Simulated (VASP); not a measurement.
SnO2, 12 atoms in the cell. The typed cell holds 12 atoms: a = 5.820 Å, b = 5.820 Å, c = 5.820 Å, α = 112.13°, β = 108.15°, γ = 108.16°. 

```yaml
Program: VASP 6.6.1
Task: single point
Functional: r2SCAN
Potentials_or_basis: VASP PAW PBE potentials, release 64 (Sn_d, O)
Cutoff: 520 eV
k_mesh: 6 × 6 × 6
Occupations: gaussian, width 0.02 eV
Spin: no spin polarisation
Dipole_correction: no
Further_INCAR_settings: ALGO = Normal; EDIFF = 1e-06; NBANDS = 64
```

Potentials or basis: VASP PAW PBE potentials, release 64 (Sn_d, O).

The run is started by

```sh
$ cat potpaw_PBE.64/Sn_d/POTCAR potpaw_PBE.64/O/POTCAR > POTCAR
$ cp INCAR.step1 INCAR
$ mpirun -np 1 vasp_std > vasp.out
$ cp INCAR.step2 INCAR
$ mpirun -np 1 vasp_std > vasp.out
```

Hardware: 1 thread of Oxide Virtual Turin-like Processor (shared host).

Problem. How long does it take, and how much memory?

Solution. Run time: 38 min on 1 thread of Oxide Virtual Turin-like Processor, with other jobs on the host, peak memory 0.53 GiB. Counts: k points 46.
